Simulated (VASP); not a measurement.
Here is a VASP 6.6.1 calculation.

File INCAR:

```
SYSTEM = BN
ALGO = Normal ; EDIFF = 1E-6
ENCUT = 520 ; GGA = PE
ISIF = 2 ; ISMEAR = 0
LASPH = .True. ; LCHARG = .True.
LELF = .True. ; LREAL = .False.
LVHAR = .True. ; LWAVE = .False.
NBANDS = 11 ; NELM = 80
PREC = Accurate ; SIGMA = 0.05
```

File KPOINTS:

```
k-points
0
Gamma
  14 14 14
  0 0 0
```

The input POSCAR:

```
BN
1.0
    0.0000000000      1.8130010000      1.8130010000
    1.8130010000      0.0000000000      1.8130010000
    1.8130010000      1.8130010000      0.0000000000
B N
1 1
Direct
    0.0000000000      0.0000000000      0.0000000000
    0.7983627889      0.7450857446      0.7703364499
```

Potentials or basis: VASP PAW PBE potentials, release 64 (B, N).

Run with:

```bash
$ cat potpaw_PBE.64/B/POTCAR potpaw_PBE.64/N/POTCAR > POTCAR
$ mpirun -np 1 vasp_std > vasp.out
```

Question: What does it give for the band gap on the k mesh?

Answer: 3.17 eV, indirect (least direct gap 7.13 eV).

Question: Estimate the pressure.

Answer: 6.9 GPa.

Forces in eV/Å, atoms in the order of the input:
```
B    1.612  3.092  2.217
N   -1.612 -3.092 -2.217
```

Caveat: forces of over 1 eV/Å act on the atoms, so gaps and moduli don't describe the material at rest. A hybrid or GW would open this gap; PBE tends to underestimate it.
